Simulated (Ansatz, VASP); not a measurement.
Given: the input of a run of VASP 6.6.1 on PbSe.

Contents of POSCAR:

```
PbSe
1.0
    4.4729872793      0.0000000000      0.0000000000
   -0.0104467110      4.4729750800      0.0000000000
   -2.2312702840     -2.2364875401     12.1587223602
Pb Se
2 2
Direct
    0.8068400000      0.8073040000      0.6184430000
    0.1854540000      0.1998100000      0.3823760000
    0.2873320000      0.3231460000      0.6231940000
    0.6842660000      0.6998950000      0.3779650000
```

INCAR.step1

```
ALGO = Normal
EDIFF = 1E-4
ENCUT = 520
GGA = PE
ISMEAR = -1
LASPH = T
LCHARG = F
LREAL = F
LWAVE = T
NBANDS = 28
NELM = 80
PREC = Accurate
SIGMA = 0.05
```

INCAR.step2

```
ALGO = Normal
EDIFF = 1E-7
ENCUT = 520
ISIF = 2
ISMEAR = -1
ISTART = 1
LASPH = T
LCHARG = T
LELF = T
LMIXTAU = T
LREAL = F
LVHAR = T
LWAVE = F
METAGGA = R2SCAN
NBANDS = 28
NELM = 80
PREC = Accurate
SIGMA = 0.05
```

The input KPOINTS:

```
k-points
0
Gamma
  6 6 3
```

Potentials or basis: VASP PAW PBE potentials, release 64 (Pb_d, Se).

Run with:

```bash
$ cat potpaw_PBE.64/Pb_d/POTCAR potpaw_PBE.64/Se/POTCAR > POTCAR
$ cp INCAR.step1 INCAR
$ mpirun -np 1 vasp_std > vasp.out
$ cp INCAR.step2 INCAR
$ mpirun -np 1 vasp_std > vasp.out
```

Translate it to Ansatz 0.2.0. Potentials there: Ansatz PAW.

As run (the cutoff follows the program's own potentials):

The input input.yaml:

```yaml
crystal:
  lattice:
    - [4.4729872793, 0.0, 0.0]
    - [-0.010446711, 4.47297508, 0.0]
    - [-2.231270284, -2.2364875401, 12.1587223602]
  atoms:
    - { symbol: Pb, position: [0.80684, 0.807304, 0.618443] }
    - { symbol: Pb, position: [0.185454, 0.19981, 0.382376] }
    - { symbol: Se, position: [0.287332, 0.323146, 0.623194] }
    - { symbol: Se, position: [0.684266, 0.699895, 0.377965] }
hamiltonian:
  xc: r2scan
  pseudopotentials: { kind: paw }
kpoints:
  mp_grid: { grid: [6, 6, 3] }
scf:
  occupations: { method: fermi_dirac, width: 0.05 }
output:
  forces: true
  stress: true
  eigenvalues: true
```

Potentials or basis: Ansatz PAW.

Launch:

```console
$ ansatz run input.yaml --threads 1 --pin off --max-ram 3584MiB --backend cpu --events-out ev --progress --plain --runs-dir out
```

Both were run:

|  | VASP | Ansatz | Ansatz less VASP |
| --- | --- | --- | --- |
| gap on the k mesh at the Fermi level (eV) | 1.87 | 1.87 | 0.000 |
| least direct gap on the mesh (eV) | 1.87 | 1.87 | 0.000 |
| rms of the force components (eV/Å) | 0.293 | 0.298 | +0.0054 |

VASP's potentials were made for PBE, not for r2SCAN. Atom by atom the forces differ by 0.006 eV/Å (rms over components). The functional is the same, so the differences come from potentials, cutoffs and numerics. VASP's potentials hold 40 valence electrons a cell and Ansatz's 60, so a difference there can come from the potentials and not from the codes.

Spin-orbit coupling is off throughout. Noted on Ansatz's run: odd divisions of the mesh miss points on the zone boundary, where band edges often lie, so the gap on the mesh can be too wide.
